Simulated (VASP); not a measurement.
Here is a VASP 6.6.1 calculation.

The input INCAR:

```
PREC = Accurate
ENCUT = 520
EDIFF = 1E-7
ISMEAR = -1
SIGMA = 0.05
LREAL = F
LASPH = T
NELM = 60
ALGO = Normal
ISIF = 2
LWAVE = F
LCHARG = F
GGA = PE
NBANDS = 18
```

Contents of KPOINTS:

```
regular mesh
0
Gamma
  9 9 9
```

File POSCAR:

```
La
1.0
    0.0000000000      2.5198690908      2.5198690908
    2.5198690908      0.0000000000      2.5198690908
    2.5198690908      2.5198690908      0.0000000000
La
2
Direct
   -0.1250000000     -0.1250000000     -0.1250000000
    0.1250000000      0.1250000000      0.1250000000
```

Potentials or basis: VASP PAW PBE potentials, release 64 (La).

Launch:

```bash
$ cat potpaw_PBE.64/La/POTCAR > POTCAR
$ mpirun -np 1 vasp_std > vasp.out
```

Task: What does it give for the band gap on the k mesh?

Result: Zero (bands 11 and 12 overlap by 1.02 eV).

Task: Predict the pressure.

Result: 287.2 GPa.

Caveat: the cell stands under pressure; spin-orbit coupling is left out, which moves the levels of the heavy elements.
